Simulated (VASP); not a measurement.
A run of VASP 6.6.1:

Contents of INCAR:

```
ALGO = Normal
EDIFF = 1E-6
ENCUT = 520
GGA = PS
ISIF = 2
ISMEAR = 0
LASPH = True
LCHARG = False
LREAL = False
LWAVE = False
NBANDS = 45
NELM = 80
PREC = Accurate
SIGMA = 0.02
```

Contents of KPOINTS:

```
k-points
0
Gamma
  6 6 6
```

The input POSCAR:

```
Si3N4
1.0
    0.0000000000      3.8716276616      3.8716276616
    3.8716276616      0.0000000000      3.8716276616
    3.8716276616      3.8716276616      0.0000000000
Si N
6 8
Direct
    0.6250000000      0.6250000000      0.1250000000
    0.6250000000      0.1250000000      0.6250000000
    0.1250000000      0.6250000000      0.6250000000
    0.6250000000      0.6250000000      0.6250000000
    0.2500000000      0.2500000000      0.2500000000
    0.0000000000      0.0000000000      0.0000000000
    0.8675487607      0.8675487607      0.8675487607
    0.8526462820      0.3824512393      0.3824512393
    0.3824512393      0.3824512393      0.8526462820
    0.3824512393      0.8526462820      0.3824512393
    0.8675487607      0.8675487607      0.3973537180
    0.8675487607      0.3973537180      0.8675487607
    0.3824512393      0.3824512393      0.3824512393
    0.3973537180      0.8675487607      0.8675487607
```

Potentials or basis: VASP PAW PBE potentials, release 64 (Si, N).

The run is started by

```console
$ cat potpaw_PBE.64/Si/POTCAR potpaw_PBE.64/N/POTCAR > POTCAR
$ mpirun -np 1 vasp_std > vasp.out
```

Hardware: 1 thread of Intel(R) Xeon(R) 6975P-C (Granite Rapids), on a shared host.

**Question.** Estimate the wall time of this run.

**Answer.** It took 45 s on 1 thread of Intel(R) Xeon(R) 6975P-C (Granite Rapids) (shared host), peak memory 0.26 GiB. Counts: scf iterations 12, k points 16.
